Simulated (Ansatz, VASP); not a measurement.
**One calculation of TaN, two programs**

The input INCAR:

```
SYSTEM = TaN
PREC = Accurate ; ENCUT = 520
EDIFF = 1E-7 ; ISMEAR = 0
SIGMA = 0.15 ; LREAL = .FALSE.
LASPH = .TRUE. ; NELM = 60
ALGO = Normal ; ISIF = 2
LWAVE = .FALSE. ; LCHARG = .FALSE.
GGA = PS ; NBANDS = 15
```

KPOINTS

```
regular mesh
0
G
  18 18 18
  0 0 0
```

The input POSCAR:

```
TaN
1.0
    0.0000000000      2.1790000000      2.1790000000
    2.1790000000      0.0000000000      2.1790000000
    2.1790000000      2.1790000000      0.0000000000
Ta N
1 1
Direct
    0.5200780174      0.5200780174      0.4799219826
    0.0000000000      0.0000000000      0.0000000000
```

Input for Ansatz:

```yaml
crystal:
  lattice:
    - [0.0, 2.179, 2.179]
    - [2.179, 0.0, 2.179]
    - [2.179, 2.179, 0.0]
  atoms:
    - { symbol: Ta, position: [0.5200780174, 0.5200780174, 0.4799219826] }
    - { symbol: "N", position: [0.0, 0.0, 0.0] }
basis:
  ecutwfc: 420
kpoints:
  mp_grid: { grid: [18, 18, 18] }
hamiltonian:
  xc: pbesol
scf:
  occupations: { method: gaussian, width: 0.15 }
output:
  forces: true
  stress: true
  eigenvalues: true
  write_density: true
  write_potential: true
  elf: true
  volumetric_format: npy
```

Change from the starting cell: all Ta atoms moved +0.087 Å, as atom 1 along Cartesian [0 0 1].

Alike in both runs: task single point; functional PBEsol; k mesh 18 × 18 × 18; occupations gaussian, width 0.15 eV; no spin polarisation.

|  | VASP | Ansatz |
| --- | --- | --- |
| version | VASP 6.6.1 | Ansatz 0.2.0 |
| potentials or method | VASP PAW PBE potentials, release 64 (Ta_pv, N), cutoff 520 eV | scalar-relativistic, plane waves, PAW |
| valence electrons in the cell | 16 | 18 |

Ansatz gave:

- gap on the k mesh at the Fermi level (eV): none
- pressure (GPa): 5.8
- traceless stress, the component that is largest in VASP (GPa): 2.75
- rms of the force components (eV/Å): 0.468

Problem. Which values does VASP return?

Solution. gap on the k mesh at the Fermi level (eV): none; pressure (GPa): 6.9; traceless stress, the component that is largest in VASP (GPa): 2.81; rms of the force components (eV/Å): 0.471.

VASP's potentials were made for PBE, not for PBEsol. Atom by atom the forces differ by 0.003 eV/Å (rms over components). A gap of «none» marks a metal or a gap that the smearing closes. VASP's potentials hold 16 valence electrons a cell and Ansatz's 18, so a difference there can come from the potentials and not from the codes.

Neither program's run includes spin-orbit coupling.
